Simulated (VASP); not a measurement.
# Rh (P6_3/mmc) in VASP: further runs

Aim: see how the results for Rh move with the level of theory and the settings. Levels: PBE+U, LDA, PBE. Tasks: single point.

All numbers are computed with VASP 6.6.1; they aren't measurements. Logs are shortened: lines on timing, memory, paths and dates and some standing lists are left out, and cuts for length are marked.

### Step 1. The cell of the first run

The structure is hexagonal, space group P6_3/mmc (No. 194). The conventional cell has a = 2.731 Å, b = 2.731 Å, c = 4.428 Å, α = 90.00°, β = 90.00°, γ = 120.00°. Rh (site symmetry -6m2) has 12 Rh at 2.72 to 2.73 Å within 3.6 Å.

### Step 2. Single point, PBE+U

Contents of INCAR:

```
ALGO = Normal
EDIFF = 1E-6
ENCUT = 530
GGA = PE
GGA_COMPAT = False
ISIF = 2
ISMEAR = 0
LASPH = True
LCHARG = False
LDAU = True
LDAUJ = 0
LDAUL = 2
LDAUPRINT = 1
LDAUTYPE = 2
LDAUU = 2.7
LMAXMIX = 4
LREAL = False
LWAVE = False
NBANDS = 24
NELM = 200
PREC = Accurate
SIGMA = 0.1
```

Contents of KPOINTS:

```
k-points
0
Gamma
  6 6 4
```

Contents of POSCAR:

```
Rh
1.0
    2.7309790422      0.0000000000      0.0000000000
   -1.3654895211      2.3650972278      0.0000000000
    0.0000000000      0.0000000000      4.4284890000
Rh
2
Direct
    0.6666666667      0.3333333333      0.7500000000
    0.3333333333      0.6666666667      0.2500000000
```

Potentials or basis: VASP PAW PBE potentials, release 64 (Rh_sv_GW).

Run with:

```sh
$ cat potpaw_PBE.64/Rh_sv_GW/POTCAR > POTCAR
$ mpirun -np 1 vasp_std > vasp.out
```

OUTCAR:

```text
EDIFF = 1E-6
   ENCUT = 530
   GGA = PE
   ISIF = 2
   ISMEAR = 0
   LASPH = True
   LREAL = False
   NELM = 200
   PREC = Accurate

 ion  position               nearest neighbor table
   1  0.667  0.333  0.750-
   2  0.333  0.667  0.250-

  LATTYP: Found a hexagonal cell.
 ALAT       =     2.7309790422
 C/A-ratio  =     1.6215756077

  Lattice vectors:

 A1 = (   2.7309790422,   0.0000000000,   0.0000000000)
 A2 = (  -1.3654895211,   2.3650972278,   0.0000000000)
 A3 = (   0.0000000000,   0.0000000000,   4.4284890000)

Analysis of symmetry for initial positions (statically):
=====================================================================
 Subroutine PRICEL returns:
 Original cell was already a primitive cell.

 Routine SETGRP: Setting up the symmetry group for a
 hexagonal supercell.

 Subroutine GETGRP returns: Found 24 space group operations
 (whereof 12 operations were pure point group operations)
 out of a pool of 24 trial point group operations.

The static configuration has the point symmetry D_3d.
 The point group associated with its full space group is D_6h.

Analysis of symmetry for dynamics (positions and initial velocities):
=====================================================================
 Subroutine PRICEL returns:
 Original cell was already a primitive cell.

 Routine SETGRP: Setting up the symmetry group for a
 hexagonal supercell.

 Subroutine GETGRP returns: Found 24 space group operations
 (whereof 12 operations were pure point group operations)
 out of a pool of 24 trial point group operations.

The dynamic configuration has the point symmetry D_3d.
 The point group associated with its full space group is D_6h.

 Subroutine INISYM returns: Found 24 space group operations
 (whereof 12 operations are pure point group operations),
 and found     1 'primitive' translations

----------------------------------------------------------------------------------------

                                     Primitive cell

[... 161 lines left out ...]

atom =   2  type =  1  l = 2

 onsite density matrix

spin component  1

  0.6686  0.0000  0.0000  0.0000 -0.0000
  0.0000  0.6488  0.0000  0.0000  0.0000
  0.0000  0.0000  0.6574 -0.0000  0.0000
  0.0000  0.0000 -0.0000  0.6488 -0.0000
 -0.0000  0.0000  0.0000 -0.0000  0.6686

spin component  2

  0.6686  0.0000  0.0000  0.0000 -0.0000
  0.0000  0.6488  0.0000  0.0000  0.0000
  0.0000  0.0000  0.6574 -0.0000  0.0000
  0.0000  0.0000 -0.0000  0.6488 -0.0000
 -0.0000  0.0000  0.0000 -0.0000  0.6686

 occupancies and eigenvectors

  o =  0.6488  v =  0.0000  0.0000  0.0000  1.0000  0.0000  0.0000  0.0000  0.0000  0.0000  0.0000      0.0000  0.0000  0.0000  0.0000  0.0000  0.0000  0.0000  0.0000  0.0000  0.0000
  o =  0.6488  v =  0.0000  0.0000  0.0000  0.0000  0.0000  0.0000  0.0000  0.0000  1.0000  0.0000      0.0000  0.0000  0.0000  0.0000  0.0000  0.0000  0.0000  0.0000  0.0000  0.0000
  o =  0.6488  v =  0.0000  1.0000 -0.0000 -0.0000  0.0000  0.0000  0.0000  0.0000  0.0000  0.0000      0.0000  0.0000  0.0000  0.0000  0.0000  0.0000  0.0000  0.0000  0.0000  0.0000
  o =  0.6488  v =  0.0000  0.0000  0.0000  0.0000  0.0000  0.0000  1.0000 -0.0000 -0.0000  0.0000      0.0000  0.0000  0.0000  0.0000  0.0000  0.0000  0.0000  0.0000  0.0000  0.0000
  o =  0.6574  v =  0.0000 -0.0000 -1.0000  0.0000  0.0000  0.0000  0.0000  0.0000  0.0000  0.0000      0.0000  0.0000  0.0000  0.0000  0.0000  0.0000  0.0000  0.0000  0.0000  0.0000
  o =  0.6574  v =  0.0000  0.0000  0.0000  0.0000  0.0000  0.0000 -0.0000 -1.0000  0.0000  0.0000      0.0000  0.0000  0.0000  0.0000  0.0000  0.0000  0.0000  0.0000  0.0000  0.0000
  o =  0.6686  v =  0.0000  0.0000  0.0000  0.0000  0.0000  0.0000  0.0000 -0.0000  0.0000 -1.0000      0.0000  0.0000  0.0000  0.0000  0.0000  0.0000  0.0000  0.0000  0.0000  0.0000
  o =  0.6686  v =  0.0000  0.0000  0.0000  0.0000  0.0000  1.0000  0.0000  0.0000  0.0000  0.0000      0.0000  0.0000  0.0000  0.0000  0.0000  0.0000  0.0000  0.0000  0.0000  0.0000
  o =  0.6686  v =  0.0000  0.0000 -0.0000  0.0000 -1.0000  0.0000  0.0000  0.0000  0.0000  0.0000      0.0000  0.0000  0.0000  0.0000  0.0000  0.0000  0.0000  0.0000  0.0000  0.0000
  o =  0.6686  v =  1.0000  0.0000  0.0000  0.0000  0.0000  0.0000  0.0000  0.0000  0.0000  0.0000      0.0000  0.0000  0.0000  0.0000  0.0000  0.0000  0.0000  0.0000  0.0000  0.0000

 number of electron      33.9999990 magnetization

 Free energy of the ion-electron system (eV)
  ---------------------------------------------------
  ext. energy  EPLUGINS =         0.00000000
  ---------------------------------------------------
  free energy    TOTEN  =        -6.62117888 eV

  energy without entropy =       -6.60711763  energy(sigma->0) =       -6.61414825

 E-fermi :   9.9423     XC(G=0): -13.8161

 val. band max:        9.9403207536   @ k =   0.3333   0.3333   0.0000
 cond. band min:       9.9531088226   @ k =   0.1667   0.1667   0.0000
 fundamental gap:      0.0127880690
 Fermi energy:         9.9422600214

 k-point     1 :       0.0000    0.0000    0.0000
  band No.  band energies     occupation
      1     -68.3419      2.00000
      2     -68.2429      2.00000
      3     -36.5721      2.00000
      4     -35.9390      2.00000
      5     -35.9390      2.00000
      6     -35.9127      2.00000
[... 556 lines left out ...]
     23      20.2729      0.00000
     24      20.2729      0.00000

------------------------ aborting loop because EDIFF is reached ----------------------------------------

  FORCE on cell =-STRESS in cart. coord.  units (eV):
  Direction    XX          YY          ZZ          XY          YZ          ZX
  --------------------------------------------------------------------------------------
  -------------------------------------------------------------------------------------
  Total       -1.0288218     -1.0288218     -2.0312647     -0.0000000     -0.0000000      0.0000000
  in kB      -57.6272392    -57.6272392   -113.7769206     -0.0000000     -0.0000000      0.0000000
  external PRESSURE =     -76.3437996 kB  Pullay stress =       0.0000000 kB

 VOLUME and BASIS-vectors are now :
 -----------------------------------------------------------------------------
  energy-cutoff  :      530.00
  volume of cell :       28.60
      direct lattice vectors                 reciprocal lattice vectors
     2.730979042  0.000000000  0.000000000     0.366169049  0.211407799  0.000000000
    -1.365489521  2.365097228  0.000000000     0.000000000  0.422815599  0.000000000
     0.000000000  0.000000000  4.428489000     0.000000000  0.000000000  0.225810655

 POSITION                                       TOTAL-FORCE (eV/Angst)
 -----------------------------------------------------------------------------------
      1.36549      0.78837      3.32137         0.000000      0.000000      0.000000
     -0.00000      1.57673      1.10712        -0.000000     -0.000000      0.000000
 -----------------------------------------------------------------------------------
    total drift:                               -0.000000      0.000000     -0.000000

  FREE ENERGIE OF THE ION-ELECTRON SYSTEM (eV)
  ---------------------------------------------------
  free  energy   TOTEN  =        -6.6211788751 eV

  energy  without entropy=       -6.6071176328  energy(sigma->0) =       -6.61414825
```

OSZICAR:

```text
N       E                     dE             d eps       ncg     rms          rms(c)
DAV:   1     0.680808006549E+03    0.68081E+03   -0.21615E+04  1040   0.180E+03
DAV:   2     0.416792363420E+02   -0.63913E+03   -0.60145E+03  1008   0.919E+02
DAV:   3    -0.731841620184E+01   -0.48998E+02   -0.46513E+02  1656   0.230E+02
DAV:   4    -0.829101373375E+01   -0.97260E+00   -0.97057E+00  1472   0.415E+01
DAV:   5    -0.831529340878E+01   -0.24280E-01   -0.24276E-01  1752   0.587E+00    0.708E+01
DAV:   6    -0.666755871612E+01    0.16477E+01   -0.48338E+00  1472   0.356E+01    0.289E+01
DAV:   7    -0.662550276709E+01    0.42056E-01   -0.17614E-01  1576   0.526E+00    0.966E+00
DAV:   8    -0.662139237528E+01    0.41104E-02   -0.22553E-02  1368   0.328E+00    0.550E-01
DAV:   9    -0.662114310649E+01    0.24927E-03   -0.89268E-04  1576   0.561E-01    0.212E-01
DAV:  10    -0.662117380553E+01   -0.30699E-04   -0.48968E-05  1568   0.700E-02    0.790E-02
DAV:  11    -0.662117881351E+01   -0.50080E-05   -0.36637E-06  1200   0.283E-02    0.284E-02
DAV:  12    -0.662117887506E+01   -0.61546E-07   -0.52476E-07   896   0.105E-02
   1 F= -.66211789E+01 E0= -.66141483E+01  d E =-.140612E-01
```

stdout:

```text
POSCAR found type information on POSCAR Rh
 POSCAR found :  1 types and       2 ions
 scaLAPACK will be used
 LDA part: xc-table for (Slater+PW92), standard interpolation
 POSCAR, INCAR and KPOINTS ok, starting setup
 FFT: planning ... GRIDC
 FFT: planning ... GRID_SOFT
 FFT: planning ... GRID
 WAVECAR not read
 entering main loop
```

Run time: 16 s. Hardware: 1 thread of Intel Xeon Platinum 8488C (Sapphire Rapids), shared host; peak memory 0.16 GiB.

What came out:

| Item | Value |
| --- | --- |
| Free energy | -6.6212 eV |
| Pressure | -7.6 GPa |
| Band gap on the k mesh | zero (band 17 reaches 10.62 eV, above the bottom of band 18 at 8.42 eV) |

Stress tensor (GPa, compression positive):
```
 -5.76   0.00   0.00
  0.00  -5.76   0.00
  0.00   0.00 -11.38
```

Eigenvalues of the final occupation matrices:
```csv
site,spin,trace,eigenvalues
site 1 d,1,3.29,0.65 0.65 0.66 0.67 0.67
site 1 d,2,3.29,0.65 0.65 0.66 0.67 0.67
site 2 d,1,3.29,0.65 0.65 0.66 0.67 0.67
site 2 d,2,3.29,0.65 0.65 0.66 0.67 0.67
```

Caveat: the k points lie up to 0.44 Å⁻¹ apart; U without spin polarisation on a metal has little footing; the U is typed as a test and isn't derived for this compound.

### Step 3. Single point, LDA

Contents of INCAR:

```
SYSTEM = Rh
PREC = Accurate
ENCUT = 500
EDIFF = 1E-6
ISMEAR = 0
SIGMA = 0.1
LREAL = .FALSE.
LASPH = .TRUE.
NELM = 120
ALGO = Normal
ISIF = 2
LWAVE = .FALSE.
LCHARG = .TRUE.
GGA = CA
LELF = .TRUE.
LVHAR = .TRUE.
NBANDS = 22
GGA_COMPAT = .FALSE.
```

Contents of KPOINTS:

```
Automatic mesh
0
G
  6 6 4
  0 0 0
```

POSCAR is that of step 2.

Potentials or basis: VASP PAW LDA potentials, release 64 (Rh_pv).

Run with:

```sh
$ cat potpaw_LDA.64/Rh_pv/POTCAR > POTCAR
$ mpirun -np 1 vasp_std > vasp.out
```

OUTCAR:

```text
SYSTEM = Rh
   PREC = Accurate
   ENCUT = 500
   EDIFF = 1E-6
   ISMEAR = 0
   LREAL = .FALSE.
   LASPH = .TRUE.
   NELM = 120
   ISIF = 2
   GGA = CA

 ion  position               nearest neighbor table
   1  0.667  0.333  0.750-   2 2.72   2 2.72   2 2.72   2 2.72   2 2.72   2 2.72
   2  0.333  0.667  0.250-   1 2.72   1 2.72   1 2.72   1 2.72   1 2.72   1 2.72

  LATTYP: Found a hexagonal cell.
 ALAT       =     2.7309790422
 C/A-ratio  =     1.6215756077

  Lattice vectors:

[... 710 lines left out ...]

  FORCE on cell =-STRESS in cart. coord.  units (eV):
  Direction    XX          YY          ZZ          XY          YZ          ZX
  --------------------------------------------------------------------------------------
  -------------------------------------------------------------------------------------
  Total       -2.9995363     -2.9995363     -3.9833825      0.0000000      0.0000000      0.0000000
  in kB     -168.0125674   -168.0125674   -223.1205955      0.0000000      0.0000000      0.0000000
  external PRESSURE =    -186.3819101 kB  Pullay stress =       0.0000000 kB

 VOLUME and BASIS-vectors are now :
 -----------------------------------------------------------------------------
  energy-cutoff  :      500.00
  volume of cell :       28.60
      direct lattice vectors                 reciprocal lattice vectors
     2.730979042  0.000000000  0.000000000     0.366169049  0.211407799  0.000000000
    -1.365489521  2.365097228  0.000000000     0.000000000  0.422815599  0.000000000
     0.000000000  0.000000000  4.428489000     0.000000000  0.000000000  0.225810655

 POSITION                                       TOTAL-FORCE (eV/Angst)
 -----------------------------------------------------------------------------------
      1.36549      0.78837      3.32137        -0.000000     -0.000000      0.000000
     -0.00000      1.57673      1.10712         0.000000      0.000000      0.000000
 -----------------------------------------------------------------------------------
    total drift:                               -0.000000      0.000000     -0.000000

  FREE ENERGIE OF THE ION-ELECTRON SYSTEM (eV)
  ---------------------------------------------------
  free  energy   TOTEN  =       -17.1406156069 eV

  energy  without entropy=      -17.1276177595  energy(sigma->0) =      -17.13411668
```

It took 8.1 s on 1 thread of Intel Xeon Platinum 8375C at 2.90GHz (Ice Lake), shared host; peak memory 0.13 GiB.

Results:

| Property | Result |
| --- | --- |
| Free energy | -17.1406 eV |
| Pressure | -18.6 GPa |
| Band gap on the k mesh | zero (band 15 reaches 11.69 eV, above the bottom of band 16 at 9.38 eV) |

Stress tensor (GPa, compression positive):
```
-16.80   0.00   0.00
  0.00 -16.80   0.00
  0.00   0.00 -22.31
```

Caveat: the k points lie up to 0.44 Å⁻¹ apart.

### Step 4. Single point, PBE

Contents of INCAR:

```
SYSTEM = Rh
PREC = Accurate ; ENCUT = 500
EDIFF = 1E-6 ; ISMEAR = 1
SIGMA = 0.43 ; LREAL = .False.
LASPH = .True. ; NELM = 120
ALGO = Normal ; ISIF = 2
LWAVE = .False. ; LCHARG = .False.
GGA = PE ; NBANDS = 22
NELECT = 29.5 ; GGA_COMPAT = .False.
```

Contents of KPOINTS:

```
Automatic mesh
0
Gamma
  6 6 4
  0 0 0
```

POSCAR is that of step 3.

Potentials or basis: VASP PAW PBE potentials, release 64 (Rh_pv).

Run with:

```sh
$ cat potpaw_PBE.64/Rh_pv/POTCAR > POTCAR
$ mpirun -np 1 vasp_std > vasp.out
```

It took 8.5 s on 1 thread of Intel Xeon Platinum 8375C at 2.90GHz (Ice Lake), shared host; peak memory 0.14 GiB.

The run converged. Its results:

```
Free energy : -19.9213 eV
```

Levels at points of the mesh, in eV from the Fermi level:
| k point | band 11 | band 12 | band 13 | band 14 | band 15 | band 16 | band 17 | band 18 | band 19 | band 20 |
| --- | --- | --- | --- | --- | --- | --- | --- | --- | --- | --- |
| (0.00, 0.00, 0.00) | -2.56 | -2.09 | -2.09 | -1.55 | -1.55 | 0.33 | 0.33 | 1.31 | 8.55 | 16.53 |
| (0.50, 0.00, 0.00) | -2.27 | -1.85 | -1.62 | 0.62 | 0.75 | 0.89 | 3.27 | 5.34 | 10.54 | 10.93 |
| (0.00, 0.00, 0.50) | -2.66 | -2.66 | -2.66 | -2.66 | -0.21 | -0.21 | -0.21 | -0.21 | 15.17 | 15.17 |
| (0.50, 0.00, 0.50) | -1.32 | -1.32 | 0.00 | 0.00 | 0.79 | 0.79 | 3.10 | 3.10 | 9.34 | 9.34 |

Caveat: the k points lie up to 0.44 Å⁻¹ apart; the cell carries a net charge on a neutralising background, which shifts energy and pressure; the cell is charged against a uniform background, so pressure and absolute levels hang on convention.
